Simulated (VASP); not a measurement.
Ru: single point with r2SCAN

The system is Ru.

```
Ru
1.0
     2.70020    0.00000    0.00000
    -1.35010    2.33844    0.00000
     0.00000    0.00000    4.27303
Ru
2
Direct
  0.33333 0.66667 0.25000
  0.66667 0.33333 0.75000
```

```yaml
Program: VASP 6.6.1
Task: single point
Functional: r2SCAN
Potentials_or_basis: VASP PAW PBE potentials, release 64 (Ru_pv)
Cutoff: 520 eV
k_mesh: 20 × 20 × 11
Occupations: fermi-dirac, width 0.02 eV
Spin: no spin polarisation
Dipole_correction: no
Further_INCAR_settings: ALGO = Normal; EDIFF = 1e-06; NBANDS = 21
```

```
Pressure               : 1.5 GPa
Band gap on the k mesh : zero (band 14 reaches 14.54 eV, above the bottom of band 15 at 11.13 eV)
```

Stress tensor (GPa, compression positive):
```
 2.29  0.00  0.00
 0.00  2.29  0.00
 0.00  0.00 -0.13
```

Levels at points of the mesh, in eV from the Fermi level:
| k point | band 10 | band 11 | band 12 | band 13 | band 14 | band 15 | band 16 | band 17 | band 18 | band 19 |
| --- | --- | --- | --- | --- | --- | --- | --- | --- | --- | --- |
| (0.00, 0.00, 0.00) | -2.76 | -2.57 | -2.05 | -2.05 | -1.51 | -1.51 | 1.21 | 1.21 | 1.33 | 8.37 |
| (0.50, 0.00, 0.00) | -3.21 | -2.23 | -1.91 | -1.62 | 1.46 | 1.90 | 1.97 | 4.24 | 6.43 | 8.37 |

Wall time 9.5 min on 1 thread of Intel Xeon 8259CL, on a shared host, peak memory 0.24 GiB.

Caveat: the PAW data sets were made with another functional, which shifts forces and pressure a little.
